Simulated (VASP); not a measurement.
Cu2H3:

```
Cu H
1.0
     3.11218    0.00000    0.00000
     0.00000    3.11218    0.00000
     0.00000    0.00000    4.58386
Cu H
2 3
Direct
  0.00000 0.00000 0.72113
  0.50000 0.50000 0.28981
  0.50000 0.00000 0.99346
  0.00000 0.50000 0.99346
  0.00000 0.00000 0.27214
```

The cell was generated, and may not be a known phase.

| Property | Result |
| --- | --- |
| Program | VASP 6.6.1 |
| Task | relaxation of cell and atoms |
| Functional | PBE |
| Potentials or basis | VASP PAW PBE potentials, release 64 (Cu, H) |
| Cutoff | 600 eV |
| k mesh | 6 × 6 × 4 |
| Occupations | gaussian, width 0.1 eV |
| Spin | no spin polarisation |

At the start: pressure -17.0 GPa; volume 8.88 Å³/atom.

Question: Where does the relaxation end?

Answer: Over 26 steps the energy falls by 243.1 meV/atom and the volume is 7.32 Å³/atom (-17.6 %); space group P4mm (No. 99, to 0.1 Å) before and after.

Step by step:
| step | energy change (eV) | largest force (eV/Å) | pressure (GPa) | volume (Å³) |
| --- | --- | --- | --- | --- |
| 1 | 0.0000 | 1.5258 | -17.04 | 44.40 |
| 2 | -0.6721 | 1.5894 | -9.82 | 38.60 |
| 3 | -0.9160 | 1.4240 | 3.08 | 34.02 |
| 4 | -0.9162 | 1.3938 | 4.68 | 33.63 |
| 5 | -1.0588 | 0.6682 | 5.47 | 33.66 |
| 6 | -1.0916 | 0.6971 | 6.60 | 33.67 |
| 7 | -1.1778 | 0.3249 | 0.33 | 35.54 |
| 8 | -1.1864 | 0.1995 | -1.83 | 36.40 |
| 9 | -1.1952 | 0.0757 | -0.56 | 36.03 |
| 10 | -1.1957 | 0.0951 | 0.18 | 35.91 |
| 11 | -1.1957 | 0.0824 | -0.06 | 35.93 |
| 12 | -1.1968 | 0.0685 | 0.30 | 35.87 |
| 13 | -1.1969 | 0.0662 | 0.39 | 35.84 |
| 14 | -1.1978 | 0.0611 | -0.10 | 35.95 |
| 15 | -1.1986 | 0.0687 | -0.44 | 36.11 |
| 16 | -1.1988 | 0.0976 | -1.47 | 36.44 |
| 17 | -1.1990 | 0.0984 | -1.60 | 36.45 |
| 18 | -1.1998 | 0.1000 | -1.50 | 36.46 |
| 19 | -1.2016 | 0.1038 | -1.56 | 36.50 |
| 20 | -1.2054 | 0.1116 | -1.67 | 36.56 |
| 21 | -1.2107 | 0.0975 | -1.45 | 36.69 |
| 22 | -1.2132 | 0.1158 | 0.55 | 36.91 |
| 23 | -1.2135 | 0.0822 | -0.45 | 36.83 |
| 24 | -1.2146 | 0.0722 | -0.13 | 36.71 |
| 25 | -1.2153 | 0.0716 | 0.30 | 36.52 |
| 26 | -1.2157 | 0.0247 | -0.12 | 36.58 |

Final structure:
```
Cu H
1.0
     2.83139    0.00000    0.00000
     0.00000    2.83139    0.00000
     0.00000    0.00000    4.56272
Cu H
2 3
Direct
  0.00000 0.00000 0.72899
  0.50000 0.50000 0.33531
  0.50000 0.00000 0.92273
  0.00000 0.50000 0.92273
  0.00000 0.00000 0.36025
```

Caveat: the volume moved by over 15 % at a fixed basis, so the end points are rough; an odd number of electrons without spin polarisation forces a metal; a magnetic or distorted state may lie lower.
